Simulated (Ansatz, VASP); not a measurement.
BaO in VASP and in Ansatz

Contents of INCAR:

```
PREC = Accurate
ENCUT = 600
EDIFF = 1E-6
ISMEAR = 0
SIGMA = 0.1
LREAL = False
LASPH = True
NELM = 120
ALGO = Normal
ISIF = 2
LWAVE = False
LCHARG = False
GGA = PE
NBANDS = 24
GGA_COMPAT = False
```

File KPOINTS:

```
regular mesh
0
Gamma
  4 4 4
```

POSCAR

```
BaO
1.0
    3.9414114602      0.0000000000      0.0000000000
    0.0000000000      3.9414114602      0.0000000000
    0.0000000000      0.0000000000      5.5739975419
Ba O
2 2
Direct
    0.0000000000      0.0000000000      0.0000000000
    0.5000000000      0.5000000000      0.5000000000
    0.5000000000      0.5000000000      0.0000000000
    0.0000000000      0.0000000000      0.5000000000
```

Input for Ansatz:

```yaml
crystal:
  lattice:
    - [3.9414114602, 0.0, 0.0]
    - [0.0, 3.9414114602, 0.0]
    - [0.0, 0.0, 5.5739975419]
  atoms:
    - { symbol: Ba, position: [0.0, 0.0, 0.0] }
    - { symbol: Ba, position: [0.5, 0.5, 0.5] }
    - { symbol: O, position: [0.5, 0.5, 0.0] }
    - { symbol: O, position: [0.0, 0.0, 0.5] }
basis:
  ecutwfc: 420
kpoints:
  mp_grid: { grid: [4, 4, 4] }
hamiltonian:
  xc: pbe
  pseudopotentials: { kind: paw }
scf:
  occupations: { method: gaussian, width: 0.1 }
output:
  forces: true
  stress: true
  eigenvalues: true
```

Alike in both runs: task single point; functional PBE; k mesh 4 × 4 × 4; occupations gaussian, width 0.1 eV; no spin polarisation.

```csv
,VASP,Ansatz
version,VASP 6.6.1,Ansatz 0.2.0
potentials or method,"VASP PAW PBE potentials, release 64 (Ba_sv, O), cutoff 600 eV","scalar-relativistic, plane waves, PAW"
valence electrons in the cell,32,32
```

|  | VASP | Ansatz | Ansatz less VASP |
| --- | --- | --- | --- |
| gap on the k mesh at the Fermi level (eV) | 2.03 | 2.10 | +0.065 |
| least direct gap on the mesh (eV) | 2.03 | 2.10 | +0.065 |
| pressure (GPa) | 1.5 | 0.0 | -1.50 |

The functional is the same, so the differences come from potentials, cutoffs and numerics.

Spin-orbit coupling is off throughout.
